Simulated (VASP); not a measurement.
# Ge2Sb2Te5 (C2/m) in VASP: single point with PBEsol

Aim: the single point of Ge2Sb2Te5 with PBEsol.

All numbers are computed with VASP 6.6.1; they aren't measurements. Logs are shortened: lines on timing, memory, paths and dates and some standing lists are left out, and cuts for length are marked.

## Step 1: The cell of the first run

The typed cell holds 9 atoms: a = 4.208 Å, b = 4.208 Å, c = 17.387 Å, α = 96.92°, β = 83.08°, γ = 120.00°.

## Step 2: Single point, PBEsol

INCAR reads:

```
  PREC = Accurate
  ENCUT = 520
  EDIFF = 1E-7
  ISMEAR = 0
  SIGMA = 0.03
  LREAL = F
  LASPH = T
  NELM = 100
  ALGO = Normal
  ISIF = 2
  LWAVE = F
  LCHARG = T
  GGA = PS
  LVHAR = T
  ISYM = 0
  NBANDS = 44
  KPAR = 4
```

KPOINTS reads:

```
regular mesh
0
Gamma
  10 10 2
```

POSCAR reads:

```
Ge2Sb2Te5
1.0
    4.2084868825     -0.0000922458     -0.0010340239
   -2.1043233284      3.6446104289      0.0010340239
    2.1000488196     -1.2124637513     17.2174544111
Te Ge Sb
5 2 2
Direct
    0.0000000000      0.0000000000      0.0000000000
    0.6017258598      0.3982741402      0.1955278490
    0.1965081923      0.8034918077      0.4118895094
    0.8034918077      0.1965081923      0.5881104906
    0.3982741402      0.6017258598      0.8044721510
    0.3004655825      0.6995344175      0.0988720814
    0.6995344175      0.3004655825      0.9011279186
    0.8963745286      0.1036254714      0.3119015776
    0.1036254714      0.8963745286      0.6880984224
```

Potentials or basis: VASP PAW PBE potentials, release 64 (Te, Ge_d, Sb).

On the command line:

```
$ cat potpaw_PBE.64/Te/POTCAR potpaw_PBE.64/Ge_d/POTCAR potpaw_PBE.64/Sb/POTCAR > POTCAR
$ mpirun -np 4 vasp_std > vasp.out
```

OUTCAR:

```text
PREC = Accurate
   ENCUT = 520
   EDIFF = 1E-7
   ISMEAR = 0
   LREAL = F
   LASPH = T
   NELM = 100
   ISIF = 2
   GGA = PS
   ISYM = 0

 ion  position               nearest neighbor table
   1  0.000  0.000  0.000-   6 2.97   7 2.97   7 2.97   6 2.97   7 2.97   6 2.97
   2  0.602  0.398  0.196-   6 2.94   6 2.94   6 2.95   8 3.15   8 3.15   8 3.15
   3  0.197  0.803  0.412-   8 2.98   8 2.98   8 2.98
   4  0.803  0.197  0.588-   9 2.98   9 2.98   9 2.98
   5  0.398  0.602  0.804-   7 2.94   7 2.94   7 2.95   9 3.15   9 3.15   9 3.15
   6  0.300  0.700  0.099-   2 2.94   2 2.94   2 2.95   1 2.97   1 2.97   1 2.97
   7  0.700  0.300  0.901-   5 2.94   5 2.94   5 2.95   1 2.97   1 2.97   1 2.97
   8  0.896  0.104  0.312-   3 2.98   3 2.98   3 2.98   2 3.15   2 3.15   2 3.15
   9  0.104  0.896  0.688-   4 2.98   4 2.98   4 2.98   5 3.15   5 3.15   5 3.15

IMPORTANT INFORMATION: All symmetrisations will be switched off!
NOSYMM: (Re-)initialisation of all symmetry stuff for point group C_1.

----------------------------------------------------------------------------------------

                                     Primitive cell

  volume of cell :     264.0936

  direct lattice vectors                    reciprocal lattice vectors
     4.208486882 -0.000092246 -0.001034024     0.237613353  0.137198559 -0.019320589
    -2.104323328  3.644610429  0.001034024     0.000010761  0.274378479  0.019320589
     2.100048820 -1.212463751 17.217454411     0.000014270 -0.000008239  0.058078275

  length of vectors
     4.208487011  4.208487011 17.387380763     0.275057876  0.275057876  0.058078277

  position of ions in fractional coordinates (direct lattice)
     0.000000000  0.000000000  0.000000000
     0.601725860  0.398274140  0.195527849
     0.196508192  0.803491808  0.411889509
     0.803491808  0.196508192  0.588110491
     0.398274140  0.601725860  0.804472151
     0.300465583  0.699534417  0.098872081
     0.699534417  0.300465583  0.901127919
     0.896374529  0.103625471  0.311901578
     0.103625471  0.896374529  0.688098422

  ion indices of the primitive-cell ions
   primitive index   ion index
                 1           1
                 2           2
                 3           3
                 4           4
                 5           5
                 6           6
                 7           7
                 8           8
                 9           9

----------------------------------------------------------------------------------------

 KPOINTS: regular mesh

Automatic generation of k-mesh.
 Grid dimensions read from file:
 generate k-points for:   10   10    2

 Generating k-lattice:

  Cartesian coordinates                     Fractional coordinates (reciprocal lattice)
     0.023761335  0.013719856 -0.001932059     0.100000000  0.000000000  0.000000000
     0.000001076  0.027437848  0.001932059     0.000000000  0.100000000  0.000000000
     0.000007135 -0.000004119  0.029039137     0.000000000 -0.000000000  0.500000000

  Length of vectors
     0.027505788  0.027505788  0.029039138

  Shift w.r.t. Gamma in fractional coordinates (k-lattice)
     0.000000000  0.000000000  0.000000000

 Subroutine IBZKPT returns following result:
 ===========================================

 Found    104 irreducible k-points:

 Following reciprocal coordinates:
            Coordinates               Weight
  0.000000  0.000000  0.000000      1.000000
  0.100000  0.000000 -0.000000      2.000000
  0.000000  0.100000 -0.000000      2.000000
  0.200000  0.000000 -0.000000      2.000000
  0.000000  0.200000 -0.000000      2.000000
  0.300000  0.000000 -0.000000      2.000000
[... 16 lines left out ...]
 -0.300000  0.100000  0.000000      2.000000
  0.100000 -0.300000 -0.000000      2.000000
 [... further k-points ...]
   k-points           NKPTS =    104   k-points in BZ     NKDIM =    104   number of bands    NBANDS=     44
   number of dos      NEDOS =    301   number of ions     NIONS =      9
   total plane-waves  NPLWV = 143360
   dimension x,y,z NGX =    32 NGY =   32 NGZ =  140
   dimension x,y,z NGXF=    64 NGYF=   64 NGZF=  280
   ions per type =               5   2   2
   NGX,Y,Z   is equivalent  to a cutoff of  12.64, 12.64, 13.39 a.u.
   NGXF,Y,Z  is equivalent  to a cutoff of  25.28, 25.28, 26.77 a.u.
 SYSTEM =  unknown system
   PREC   = accura    normal or accurate (medium, high low for compatibility)
   ISTART =      0    job   : 0-new  1-cont  2-samecut
   ICHARG =      2    charge: 1-file 2-atom 10-const
   ISPIN  =      1    spin polarized calculation?
   LNONCOLLINEAR =      F non collinear calculations
   LSORBIT =      F    spin-orbit coupling
   LASPH  =      T    aspherical Exc in radial PAW
   ENCUT  =  520.0 eV  38.22 Ry    6.18 a.u.   7.82  7.82 32.33*2*pi/ulx,y,z
   NELM   =    100;   NELMIN=  2; NELMDL= -5     # of ELM steps
   EDIFF  = 0.1E-06   stopping-criterion for ELM
   LREAL  =      F    real-space projection
   EDIFFG = 0.1E-05   stopping-criterion for IOM
   NSW    =      0    number of steps for IOM
   IBRION =     -1    ionic relax: 0-MD 1-quasi-New 2-CG
   NFREE  =      0    steps in history (QN), initial steepest desc. (CG)
   ISIF   =      2    stress and relaxation
   ISYM   =      0    0-nonsym 1-usesym 2-fastsym
   POTIM  = 0.5000    time-step for ionic-motion
   TEBEG  =    0.0;   TEEND  =   0.0 temperature during run
   PSTRESS=    0.0 pullay stress
   NELECT =      68.0000    total number of electrons
   NUPDOWN=      -1.0000    fix difference up-down
   EMIN   =  10.00;   EMAX   =-10.00  energy-range for DOS
   EFERMI =   0.00;   METHOD = LEGACY
   ISMEAR =     0;   SIGMA  =   0.03  broadening in eV -4-tet -1-fermi 0-gaus
   EFERMI_NEDOS =   21; number of points for ismear=-14 and -15
   IALGO  =     38    algorithm
   IMIX   =      4    mixing-type and parameters
     AMIX     =   0.40;   BMIX     =  1.00
     AMIX_MAG =   1.60;   BMIX_MAG =  1.00
  volume/ion in A,a.u.               =      29.34       198.02
  Fermi-wavevector in a.u.,A,eV,Ry     =   1.041498  1.968146 14.758490  1.084718
  Thomas-Fermi vector in A             =   2.176122
   LORBIT       =      0    0 simple, 1 ext, 2 COOP (PROOUT), +10 PAW based schemes
   GGA     = PS    functional components
   LHFCALC =     F    Hartree Fock is set to
   AEXX    =    0.0000 exact exchange contribution
   IVDW    =     0    specifies the selected vdW correction
   LEPSILON=     F    determine dielectric tensor
   LRPA    =     F    only Hartree local field effects (RPA)
 non-spin polarized calculation
 Gauss-broadening in eV      SIGMA  =   0.03
  energy-cutoff  :      520.00
  volume of cell :      264.09
 maximum number of plane-waves:      7146
   NGX = 15   NGY = 15   NGZ = 65

 number of electron      68.0000001 magnetization

 Free energy of the ion-electron system (eV)
  ---------------------------------------------------
  ext. energy  EPLUGINS =         0.00000000
  ---------------------------------------------------
  free energy    TOTEN  =       -37.56434468 eV

  energy without entropy =      -37.56434468  energy(sigma->0) =      -37.56434468

 E-fermi :   6.6540     XC(G=0):  -9.7000

 val. band max:        6.5168655962   @ k =   0.0000   0.0000   0.0000
 cond. band min:       6.7793883309   @ k =   0.0000   0.5000   0.5000
 fundamental gap:      0.2625227346
 Fermi energy:         6.6539887617

 k-point     1 :       0.0000    0.0000    0.0000
  band No.  band energies     occupation
      1     -18.3656      2.00000
      2     -18.3656      2.00000
      3     -18.3647      2.00000
      4     -18.3647      2.00000
      5     -18.3591      2.00000
      6     -18.3588      2.00000
[... 36 lines left out ...]
     43       8.2570      0.00000
     44       9.3053      0.00000

 k-point     2 :       0.1000    0.0000   -0.0000
  band No.  band energies     occupation
      1     -18.3660      2.00000
      2     -18.3656      2.00000
      3     -18.3649      2.00000
      4     -18.3646      2.00000
      5     -18.3590      2.00000
      6     -18.3587      2.00000
[... 36 lines left out ...]
     43       8.6215      0.00000
     44       9.4506      0.00000

 k-point     3 :       0.0000    0.1000   -0.0000
  band No.  band energies     occupation
      1     -18.3660      2.00000
      2     -18.3656      2.00000
      3     -18.3649      2.00000
      4     -18.3646      2.00000
      5     -18.3590      2.00000
      6     -18.3587      2.00000
[... 36 lines left out ...]
     43       8.6215      0.00000
     44       9.4507      0.00000

 k-point     4 :       0.2000    0.0000   -0.0000
  band No.  band energies     occupation
      1     -18.3669      2.00000
      2     -18.3655      2.00000
      3     -18.3654      2.00000
      4     -18.3643      2.00000
      5     -18.3588      2.00000
      6     -18.3583      2.00000
[... 882 lines left out ...]
     43       9.7409      0.00000
     44      10.2152      0.00000

 k-point    23 :      -0.3000    0.1000    0.0000
  band No.  band energies     occupation
      1     -18.3675      2.00000
      2     -18.3663      2.00000
      3     -18.3650      2.00000
      4     -18.3643      2.00000
      5     -18.3586      2.00000
      6     -18.3581      2.00000
[... 36 lines left out ...]
     43       9.8446      0.00000
     44       9.9014      0.00000

 k-point    24 :       0.1000   -0.3000   -0.0000
  band No.  band energies     occupation
      1     -18.3675      2.00000
      2     -18.3663      2.00000
      3     -18.3650      2.00000
      4     -18.3643      2.00000
      5     -18.3586      2.00000
      6     -18.3581      2.00000
[... 36 lines left out ...]
     43       9.8446      0.00000
     44       9.9014      0.00000

 [... further k-points ...]

------------------------ aborting loop because EDIFF is reached ----------------------------------------

  FORCE on cell =-STRESS in cart. coord.  units (eV):
  Direction    XX          YY          ZZ          XY          YZ          ZX
  --------------------------------------------------------------------------------------
  -------------------------------------------------------------------------------------
  Total        0.1120107      0.1134852      0.1140979      0.0012686      0.0012112     -0.0020925
  in kB        0.6795354      0.6884807      0.6921983      0.0076959      0.0073480     -0.0126946
  external PRESSURE =       0.6867381 kB  Pullay stress =       0.0000000 kB

 VOLUME and BASIS-vectors are now :
 -----------------------------------------------------------------------------
  energy-cutoff  :      520.00
  volume of cell :      264.09
      direct lattice vectors                 reciprocal lattice vectors
     4.208486882 -0.000092246 -0.001034024     0.237613353  0.137198559 -0.019320589
    -2.104323328  3.644610429  0.001034024     0.000010761  0.274378479  0.019320589
     2.100048820 -1.212463751 17.217454411     0.000014270 -0.000008239  0.058078275

 POSITION                                       TOTAL-FORCE (eV/Angst)
 -----------------------------------------------------------------------------------
      0.00000      0.00000      0.00000         0.000000     -0.000000     -0.000002
      2.10488      1.21443      3.36628         0.000067     -0.000039      0.005123
      0.00118      2.42900      7.09232         0.000306     -0.000176      0.036142
      4.20303      0.00306     10.12514        -0.000305      0.000177     -0.036144
      2.09934      1.21763     13.85117        -0.000067      0.000039     -0.005124
      0.00010      2.42962      1.70274        -0.000345      0.000196     -0.001557
      4.20412      0.00243     15.51472         0.000343     -0.000196      0.001567
      4.20933     -0.00058      5.36933        -0.000243      0.000140     -0.033988
     -0.00512      2.43263     11.84812         0.000242     -0.000140      0.033983
 -----------------------------------------------------------------------------------
    total drift:                               -0.000002     -0.000001     -0.000007

  FREE ENERGIE OF THE ION-ELECTRON SYSTEM (eV)
  ---------------------------------------------------
  free  energy   TOTEN  =       -37.5643446801 eV

  energy  without entropy=      -37.5643446800  energy(sigma->0) =      -37.56434468
```

It took 14 min on 4 MPI ranks of AMD EPYC 7R43 (Zen 3), shared host; peak memory 1.1 GiB.

Results:

| Property | Result |
| --- | --- |
| Free energy | -37.5643 eV |
| Pressure | 0.1 GPa |
| Largest force | 0.036 eV/Å |
| Band gap on the k mesh | 0.26 eV (least direct gap 0.33 eV) |

Forces in eV/Å, atoms in the order of the input:
```
Te   0.000  0.000  0.000
Te   0.000  0.000  0.005
Te   0.000  0.000  0.036
Te   0.000  0.000 -0.036
Te   0.000  0.000 -0.005
Ge   0.000  0.000 -0.002
Ge   0.000  0.000  0.002
Sb   0.000  0.000 -0.034
Sb   0.000  0.000  0.034
```

Caveat: the PAW data sets were made with another functional, which shifts forces and pressure a little; spin-orbit coupling is left out, which moves the levels of the heavy elements; this functional lacks dispersion, which binds the layers, so the pressure and a relaxed spacing across them are unreliable.
